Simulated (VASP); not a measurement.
Set up this calculation in VASP 6.6.1, as the native input.

| Property | Result |
| --- | --- |
| Task | single point |
| Functional | LDA |
| Potentials or basis | VASP PAW LDA potentials, release 64 (Cu) |
| Cutoff | 600 eV |
| k mesh | 13 × 13 × 13 |
| Occupations | fermi-dirac, width 0.05 eV |
| Spin | no spin polarisation |
| Dipole correction | no |
| Further INCAR settings | ALGO = Normal; EDIFF = 1e-06; NBANDS = 12 |

The structure of Cu lies in POSCAR:

```
Cu
1.0
    0.0000000000      1.7953687620      1.7953687620
    1.7953687620      0.0000000000      1.7953687620
    1.7953687620      1.7953687620      0.0000000000
Cu
1
Direct
    0.0000000000      0.0000000000      0.0000000000
```

These files were run (other wordings do the same):

INCAR

```
SYSTEM = Cu
ALGO = Normal ; EDIFF = 1E-6
ENCUT = 600 ; GGA = CA
GGA_COMPAT = .False. ; ISIF = 2
ISMEAR = -1 ; LASPH = .True.
LCHARG = .False. ; LREAL = .False.
LWAVE = .False. ; NBANDS = 12
NELM = 120 ; PREC = Accurate
SIGMA = 0.05
```

KPOINTS

```
k-points
0
Gamma
  13 13 13
  0 0 0
```

Potentials or basis: VASP PAW LDA potentials, release 64 (Cu).

Run with:

```console
$ cat potpaw_LDA.64/Cu/POTCAR > POTCAR
$ mpirun -np 1 vasp_std > vasp.out
```

It gave:

| Quantity | Value |
| --- | --- |
| Pressure | -9.2 GPa |
| Band gap on the k mesh | zero (an odd number of electrons rules out a gap without spin polarisation) |

Caveat: the cell stands under tension.

Run time: 16 s on 1 thread of Intel(R) Xeon(R) Platinum 8259CL CPU @ 2.50GHz (Skylake/Cascade Lake) (shared host), peak memory 0.12 GiB.
